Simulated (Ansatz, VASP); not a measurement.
# Two plane-wave programs on Rb3RhCl6

The input POSCAR:

```
Rb3RhCl6
1.0
    0.0000000000      5.3234620000      5.3234620000
    5.3234620000      0.0000000000      5.3234620000
    5.3234620000      5.3234620000      0.0000000000
Rb Cl Rh
3 6 1
Direct
    0.2500000000      0.2500000000      0.2500000000
    0.7500000000      0.7500000000      0.7500000000
    0.5000000000      0.5000000000      0.5000000000
    0.2299000000      0.7701000000      0.7701000000
    0.7701000000      0.2299000000      0.7701000000
    0.7701000000      0.2299000000      0.2299000000
    0.2299000000      0.7701000000      0.2299000000
    0.7701000000      0.7701000000      0.2299000000
    0.2299000000      0.2299000000      0.7701000000
    0.0000000000      0.0000000000      0.0000000000
```

INCAR.step1

```
PREC = Accurate
ENCUT = 520
ISMEAR = -1
SIGMA = 0.1
LREAL = False
LASPH = True
NELM = 60
NBANDS = 53
GGA = PE
ALGO = Normal
EDIFF = 1E-4
LWAVE = True
LCHARG = False
```

File INCAR.step2:

```
PREC = Accurate
ENCUT = 520
EDIFF = 1E-6
ISMEAR = -1
SIGMA = 0.1
LREAL = False
LASPH = True
NELM = 60
ALGO = Normal
ISIF = 2
LWAVE = False
LCHARG = True
METAGGA = R2SCAN
LMIXTAU = True
LELF = True
LVHAR = True
NBANDS = 53
ISTART = 1
```

KPOINTS

```
Automatic mesh
0
Gamma
  4 4 4
```

Input for Ansatz:

```yaml
crystal:
  lattice:
    - [0.0, 5.323462, 5.323462]
    - [5.323462, 0.0, 5.323462]
    - [5.323462, 5.323462, 0.0]
  atoms:
    - { symbol: Rb, position: [0.25, 0.25, 0.25] }
    - { symbol: Rb, position: [0.75, 0.75, 0.75] }
    - { symbol: Rb, position: [0.5, 0.5, 0.5] }
    - { symbol: Cl, position: [0.2299, 0.7701, 0.7701] }
    - { symbol: Cl, position: [0.7701, 0.2299, 0.7701] }
    - { symbol: Cl, position: [0.7701, 0.2299, 0.2299] }
    - { symbol: Cl, position: [0.2299, 0.7701, 0.2299] }
    - { symbol: Cl, position: [0.7701, 0.7701, 0.2299] }
    - { symbol: Cl, position: [0.2299, 0.2299, 0.7701] }
    - { symbol: Rh, position: [0.0, 0.0, 0.0] }
  symmetry: { tolerance: 0.0003 }
kpoints:
  mp_grid: { grid: [4, 4, 4], shift: [0, 0, 0] }
  band_path:
    path:
      - [0.0, 0.0, 0.0]
      - [0.5, 0.0, 0.5]
      - [0.625, 0.25, 0.625]
      - [0.375, 0.375, 0.75]
      - [0.0, 0.0, 0.0]
      - [0.5, 0.5, 0.5]
      - [0.5, 0.25, 0.75]
      - [0.5, 0.0, 0.5]
    npoints: 8
magnetization:
  spin_polarized: false
scf:
  occupations: { method: fermi_dirac }
  lower_state_search: "off"
  max_iter: 200
hamiltonian:
  pseudopotentials: { kind: paw }
  xc: r2scan
basis:
  ecutwfc: 500
  fft_grid_basis: typed
output:
  forces: true
  stress: true
  eigenvalues: true
  bader: true
  populations: true
  elf: true
  write_potential: true
  volumetric_format: npy
  dos:
    e_range: [-12, 8]
    de: 0.05
    projected: { site_lists: { Cl: [Cl], Rb: [Rb], Rh: [Rh] } }
checkpoint:
  read: saved_state
```

Alike in both runs: task single point; functional r2SCAN; k mesh 4 × 4 × 4; no spin polarisation.

```csv
,VASP,Ansatz
version,VASP 6.6.1,Ansatz 0.2.0
potentials or method,"VASP PAW PBE potentials, release 64 (Rb_sv, Cl, Rh_pv), cutoff 520 eV",PAW plane waves
occupations,"fermi-dirac, width 0.1 eV",fermi-dirac
valence electrons in the cell,84,86
```

```tsv
	VASP	Ansatz	Ansatz less VASP
pressure (GPa)	-1.1	-1.1	+0.01
rms of the force components (eV/Å)	0.641	0.639	-0.0023
```

VASP's potentials were made for PBE, not for r2SCAN. Atom by atom the forces differ by 0.002 eV/Å (rms over components). VASP's potentials hold 84 valence electrons a cell and Ansatz's 86, so a difference there can come from the potentials and not from the codes.
